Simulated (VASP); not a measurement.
Here is a VASP 6.6.1 calculation.

The input INCAR:

```
SYSTEM = Co
  PREC = Accurate
  ENCUT = 520
  EDIFF = 1E-6
  ISMEAR = -1
  SIGMA = 0.1
  LREAL = .False.
  LASPH = .True.
  NELM = 150
  ALGO = Normal
  ISIF = 2
  LWAVE = .False.
  LCHARG = .False.
  ISPIN = 2
  MAGMOM = 2.5 2.5
  LORBIT = 11
  LMAXMIX = 4
  GGA = RE
  IVDW = 12
  NBANDS = 20
```

Contents of KPOINTS:

```
Automatic mesh
0
Gamma
  12 12 7
  0 0 0
```

The input POSCAR:

```
Co
1.0
    2.4641854209      0.0000000000      0.0000000000
   -1.2320927104      2.1340471741      0.0000000000
    0.0000000000      0.0000000000      3.9815534353
Co
2
Direct
    0.3333333333      0.6666666667      0.2500000000
    0.6666666667      0.3333333333      0.7500000000
```

Potentials or basis: VASP PAW PBE potentials, release 64 (Co).

Command:

```sh
$ cat potpaw_PBE.64/Co/POTCAR > POTCAR
$ mpirun -np 1 vasp_std > vasp.out
```

Q: Predict the pressure.

A: -0.9 GPa.

Q: Predict the dispersion energy per atom.

A: -0.831 eV.

Q: Estimate the net moment.

A: 3.17 μB per cell.

Stress tensor (GPa, compression positive):
```
-0.82  0.00  0.00
 0.00 -0.82  0.00
 0.00  0.00 -0.95
```

Caveat: the PAW data sets were made with another functional, which shifts forces and pressure a little.
